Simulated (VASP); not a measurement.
**Mo: single point with PBE**

Crystal: Mo.

```xyz
1
Lattice="0.0000 2.2472 1.6501 2.2472 0.0000 1.6501 2.2472 2.2472 0.0000" Properties=species:S:1:pos:R:3 pbc="T T T"
Mo    0.0000    0.0000    0.0000
```

This cell differs from its parent crystal: volume 16.666 Å^3 an atom, c/a of the conventional cell 0.7343.

| Item | Value |
| --- | --- |
| Program | VASP 6.6.1 |
| Task | single point |
| Functional | PBE |
| Potentials or basis | VASP PAW PBE potentials, release 64 (Mo_sv) |
| Cutoff | 520 eV |
| k mesh | 22 × 22 × 22 |
| Occupations | gaussian, width 0.15 eV |
| Spin | no spin polarisation |

```json
{
  "Pressure": "-11.8 GPa",
  "Band gap on the k mesh": "zero (band 7 reaches 15.14 eV, above the bottom of band 8 at 10.54 eV)"
}
```

Stress tensor (GPa, compression positive):
```
 -8.64   0.00   0.00
  0.00  -8.64   0.00
  0.00   0.00 -18.24
```

Levels at points of the mesh, in eV from the Fermi level:
```
           k point  band 4  band 5  band 6  band 7  band 8  band 9  band 10  band 11
(0.00, 0.00, 0.00)  -34.67   -7.00   -1.35   -1.35   -0.97    1.30     1.79    14.30
(0.50, 0.00, 0.00)  -34.67   -4.92   -2.95    1.30    1.33    2.15     4.28    10.59
(0.50, 0.50, 0.00)  -35.43   -4.99   -4.91    3.56    3.68    3.68     7.96     8.93
(0.50, 0.00, 0.50)  -34.70   -4.96   -3.37    1.61    1.88    2.30     4.37    10.95
```

Run time: 54 s on 1 thread of Intel(R) Xeon(R) 6975P-C (Granite Rapids), on a shared host, peak memory 0.27 GiB.
